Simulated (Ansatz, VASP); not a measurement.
SnSe: VASP beside Ansatz

File INCAR:

```
SYSTEM = SnSe
ALGO = Normal
EDIFF = 1E-6
ENCUT = 520
ISIF = 2
ISMEAR = 0
LASPH = .TRUE.
LCHARG = .TRUE.
LELF = .TRUE.
LREAL = .FALSE.
LVHAR = .TRUE.
LWAVE = .FALSE.
NBANDS = 17
NELM = 100
PREC = Accurate
SIGMA = 0.05
```

The input KPOINTS:

```
k-points
0
G
  8 8 8
  0 0 0
```

POSCAR

```
SnSe
1.0
   -0.0301000000      3.0100000000      3.0100000000
    2.9799000000      0.0000000000      2.9799000000
    3.0100000000      3.0100000000     -0.0301000000
Sn Se
1 1
Direct
    0.0000000000      0.0000000000      0.0000000000
    0.5000000000      0.5000000000      0.5000000000
```

Input for Ansatz:

```yaml
crystal:
  lattice:
    - [-0.0301, 3.01, 3.01]
    - [2.9799, 0.0, 2.9799]
    - [3.01, 3.01, -0.0301]
  atoms:
    - { symbol: Sn, position: [0.0, 0.0, 0.0] }
    - { symbol: Se, position: [0.5, 0.5, 0.5] }
basis:
  ecutwfc: 420
kpoints:
  mp_grid: { grid: [8, 8, 8] }
hamiltonian:
  xc: lda
scf:
  occupations: { method: gaussian, width: 0.05 }
output:
  forces: true
  stress: true
  eigenvalues: true
  write_density: true
  write_potential: true
  elf: true
  volumetric_format: npy
```

Change from the starting cell: strain -0.0200 x Voigt [0, 0, 0, 0, 1, 0], atoms carried along.

Alike in both runs: task single point; functional LDA; k mesh 8 × 8 × 8; occupations gaussian, width 0.05 eV; no spin polarisation.

```csv
,VASP,Ansatz
version,VASP 6.6.1,Ansatz 0.2.0
potentials or method,"VASP PAW LDA potentials, release 64 (Sn_d, Se), cutoff 520 eV","scalar-relativistic, plane waves, PAW"
valence electrons in the cell,20,30
```

|  | VASP | Ansatz | Ansatz less VASP |
| --- | --- | --- | --- |
| gap on the k mesh at the Fermi level (eV) | 0.53 | 0.52 | -0.018 |
| least direct gap on the mesh (eV) | 0.63 | 0.61 | -0.019 |
| pressure (GPa) | -3.3 | -3.4 | -0.09 |
| traceless stress, the component that is largest in VASP (GPa) | 0.40 | 0.40 | +0.001 |

LDA's correlation is that of Perdew and Zunger in VASP and of Perdew and Wang (1992) in Ansatz. VASP's potentials hold 20 valence electrons a cell and Ansatz's 30, so a difference there can come from the potentials and not from the codes.
